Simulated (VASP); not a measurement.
# NaTm (P-6m2) in VASP: single point with PBE

Aim: the single point of NaTm with PBE.

All numbers are computed with VASP 6.6.1; they aren't measurements. Logs are shortened: lines on timing, memory, paths and dates and some standing lists are left out, and cuts for length are marked.

### Step 1. The cell of the first run

It takes space group P-6m2 (No. 187, hexagonal). The conventional cell has a = 3.698 Å, b = 3.698 Å, c = 6.700 Å, α = 90.00°, β = 90.00°, γ = 120.00°. Within 4.9 Å of Na (site symmetry -6m2) lie 6 Na at 3.70 Å and 6 Tm at 3.97 Å. Tm (site symmetry -6m2) has 6 Tm at 3.70 Å and 6 Na at 3.97 Å within 4.9 Å.

### Step 2. Single point, PBE (39.67 Å³/atom)

INCAR

```
PREC     = Accurate       # precision mode
ENCUT    = 600            # plane-wave cutoff, eV
EDIFF    = 1E-6           # SCF threshold, eV
ISMEAR   = -1             # smearing method
SIGMA    = 0.05           # smearing width, eV
LREAL    = False          # projectors in reciprocal space
LASPH    = True           # aspherical terms in the spheres
NELM     = 200            # most SCF steps
ALGO     = Normal         # electronic algorithm
ISIF     = 2              # what is computed and relaxed
LWAVE    = False          # write WAVECAR
LCHARG   = False          # write CHGCAR
GGA      = PE             # functional
NBANDS   = 22             # bands
GGA_COMPAT= False        
LMAXMIX  = 6              # l up to which the mixer works
```

KPOINTS

```
regular mesh
0
Gamma
  13 13 6
```

POSCAR

```
NaTm
1.0
    3.6977872535      0.0000000000      0.0000000000
   -1.8488936268      3.2023776993      0.0000000000
    0.0000000000      0.0000000000      6.6998588446
Na Tm
1 1
Direct
    0.0000000000      0.0000000000      0.5000000000
    0.6666666667      0.3333333333      0.0000000000
```

Potentials or basis: VASP PAW PBE potentials, release 64 (Na_pv, Tm).

On the command line:

```bash
> cat potpaw_PBE.64/Na_pv/POTCAR potpaw_PBE.64/Tm/POTCAR > POTCAR
> mpirun -np 1 vasp_std > vasp.out
```

OUTCAR:

```text
PREC = Accurate
   ENCUT = 600
   EDIFF = 1E-6
   ISMEAR = -1
   LREAL = False
   LASPH = True
   NELM = 200
   ISIF = 2
   GGA = PE

 ion  position               nearest neighbor table
   1  0.000  0.000  0.500-
   2  0.667  0.333  0.000-

  LATTYP: Found a hexagonal cell.
 ALAT       =     3.6977872535
 C/A-ratio  =     1.8118562225

  Lattice vectors:

 A1 = (   3.6977872535,   0.0000000000,   0.0000000000)
 A2 = (  -1.8488936268,   3.2023776993,   0.0000000000)
 A3 = (   0.0000000000,   0.0000000000,   6.6998588446)

Analysis of symmetry for initial positions (statically):
=====================================================================
 Subroutine PRICEL returns:
 Original cell was already a primitive cell.

 Routine SETGRP: Setting up the symmetry group for a
 hexagonal supercell.

 Subroutine GETGRP returns: Found 12 space group operations
 (whereof 12 operations were pure point group operations)
 out of a pool of 24 trial point group operations.

The static configuration has the point symmetry D_3h.

Analysis of symmetry for dynamics (positions and initial velocities):
=====================================================================
 Subroutine PRICEL returns:
 Original cell was already a primitive cell.

 Routine SETGRP: Setting up the symmetry group for a
 hexagonal supercell.

 Subroutine GETGRP returns: Found 12 space group operations
 (whereof 12 operations were pure point group operations)
 out of a pool of 24 trial point group operations.

The dynamic configuration has the point symmetry D_3h.

 Subroutine INISYM returns: Found 12 space group operations
 (whereof 12 operations are pure point group operations),
 and found     1 'primitive' translations

----------------------------------------------------------------------------------------

                                     Primitive cell

  volume of cell :      79.3378

  direct lattice vectors                    reciprocal lattice vectors
     3.697787254  0.000000000  0.000000000     0.270431999  0.156133988  0.000000000
    -1.848893627  3.202377699  0.000000000     0.000000000  0.312267975  0.000000000
     0.000000000  0.000000000  6.699858845     0.000000000  0.000000000  0.149256876

  length of vectors
     3.697787254  3.697787254  6.699858845     0.312267975  0.312267975  0.149256876
[... 69 lines left out ...]
   NGX,Y,Z   is equivalent  to a cutoff of  13.49, 13.49, 13.40 a.u.
   NGXF,Y,Z  is equivalent  to a cutoff of  26.97, 26.97, 26.80 a.u.
 SYSTEM =  unknown system
   PREC   = accura    normal or accurate (medium, high low for compatibility)
   ISTART =      0    job   : 0-new  1-cont  2-samecut
   ICHARG =      2    charge: 1-file 2-atom 10-const
   ISPIN  =      1    spin polarized calculation?
   LNONCOLLINEAR =      F non collinear calculations
   LSORBIT =      F    spin-orbit coupling
   LASPH  =      T    aspherical Exc in radial PAW
   ENCUT  =  600.0 eV  44.10 Ry    6.64 a.u.   7.39  7.39 13.38*2*pi/ulx,y,z
   NELM   =    200;   NELMIN=  2; NELMDL= -5     # of ELM steps
   EDIFF  = 0.1E-05   stopping-criterion for ELM
   LREAL  =      F    real-space projection
   EDIFFG = 0.1E-04   stopping-criterion for IOM
   NSW    =      0    number of steps for IOM
   IBRION =     -1    ionic relax: 0-MD 1-quasi-New 2-CG
   NFREE  =      0    steps in history (QN), initial steepest desc. (CG)
   ISIF   =      2    stress and relaxation
   ISYM   =      2    0-nonsym 1-usesym 2-fastsym
   POTIM  = 0.5000    time-step for ionic-motion
   TEBEG  =    0.0;   TEEND  =   0.0 temperature during run
   PSTRESS=    0.0 pullay stress
   NELECT =      30.0000    total number of electrons
   NUPDOWN=      -1.0000    fix difference up-down
   EMIN   =  10.00;   EMAX   =-10.00  energy-range for DOS
   EFERMI =   0.00;   METHOD = LEGACY
   ISMEAR =    -1;   SIGMA  =   0.05  broadening in eV -4-tet -1-fermi 0-gaus
   EFERMI_NEDOS =   21; number of points for ismear=-14 and -15
   IALGO  =     38    algorithm
   IMIX   =      4    mixing-type and parameters
     AMIX     =   0.40;   BMIX     =  1.00
     AMIX_MAG =   1.60;   BMIX_MAG =  1.00
  volume/ion in A,a.u.               =      39.67       267.70
  Fermi-wavevector in a.u.,A,eV,Ry     =   1.183828  2.237110 19.067862  1.401448
  Thomas-Fermi vector in A             =   2.320054
   LORBIT       =      0    0 simple, 1 ext, 2 COOP (PROOUT), +10 PAW based schemes
   GGA     = PE    functional components
   LHFCALC =     F    Hartree Fock is set to
   AEXX    =    0.0000 exact exchange contribution
   IVDW    =     0    specifies the selected vdW correction
   LEPSILON=     F    determine dielectric tensor
   LRPA    =     F    only Hartree local field effects (RPA)
 non-spin polarized calculation
  energy-cutoff  :      600.00
  volume of cell :       79.34
 maximum number of plane-waves:      2678
 NGX is ok and might be reduce to    30
   NGX = 15   NGY = 15   NGZ = 27

 number of electron      30.0000010 magnetization

 Free energy of the ion-electron system (eV)
  ---------------------------------------------------
  ext. energy  EPLUGINS =         0.00000000
  ---------------------------------------------------
  free energy    TOTEN  =        -4.80464782 eV

  energy without entropy =       -4.63424731  energy(sigma->0) =       -4.71944756

 E-fermi :   0.7135     XC(G=0):  -7.7001

 val. band max:        0.7094907496   @ k =   0.1538   0.0769   0.0000
 cond. band min:       0.7184164437   @ k =   0.2308   0.2308   0.3333
 fundamental gap:      0.0089256941
 Fermi energy:         0.7134883812

 k-point     1 :       0.0000    0.0000    0.0000
  band No.  band energies     occupation
      1     -49.3692      2.00000
      2     -23.8855      2.00000
      3     -23.8805      2.00000
      4     -23.8805      2.00000
      5     -22.8234      2.00000
      6     -22.6434      2.00000
[... 589 lines left out ...]
     21       5.4716      0.00000
     22       5.6599      0.00000

 [... further k-points ...]
[... 5 lines left out ...]
  --------------------------------------------------------------------------------------
  -------------------------------------------------------------------------------------
  Total       -0.2346127     -0.2346127     -0.8892480      0.0000000      0.0000000      0.0000000
  in kB       -4.7378577     -4.7378577    -17.9578095      0.0000000      0.0000000      0.0000000
  external PRESSURE =      -9.1445083 kB  Pullay stress =       0.0000000 kB

 VOLUME and BASIS-vectors are now :
 -----------------------------------------------------------------------------
  energy-cutoff  :      600.00
  volume of cell :       79.34
      direct lattice vectors                 reciprocal lattice vectors
     3.697787254  0.000000000  0.000000000     0.270431999  0.156133988  0.000000000
    -1.848893627  3.202377699  0.000000000     0.000000000  0.312267975  0.000000000
     0.000000000  0.000000000  6.699858845     0.000000000  0.000000000  0.149256876

 POSITION                                       TOTAL-FORCE (eV/Angst)
 -----------------------------------------------------------------------------------
      0.00000      0.00000      3.34993        -0.000000      0.000000      0.000000
      1.84889      1.06746      0.00000         0.000000     -0.000000      0.000000
 -----------------------------------------------------------------------------------
    total drift:                               -0.000001      0.000000      0.000000

  FREE ENERGIE OF THE ION-ELECTRON SYSTEM (eV)
  ---------------------------------------------------
  free  energy   TOTEN  =        -4.8046478168 eV

  energy  without entropy=       -4.6342473106  energy(sigma->0) =       -4.71944756
```

Run time: 10 min. Hardware: 1 thread of AMD EPYC 7R13 (Zen 3), shared host; peak memory 0.33 GiB.

Results:

```yaml
Free_energy: -4.8046 eV
Pressure: -0.9 GPa
Band_gap_on_the_k_mesh: zero (bands 15 and 16 overlap by 0.68 eV)
```

Stress tensor (GPa, compression positive):
```
-0.47  0.00  0.00
 0.00 -0.47  0.00
 0.00  0.00 -1.80
```

Caveat: spin-orbit coupling is left out, which moves the levels of the heavy elements; semilocal functionals describe open f shells poorly, which spoils levels, moments and volumes. Spin polarisation is off, so any magnetic state and its effect on volume and gap are missing.
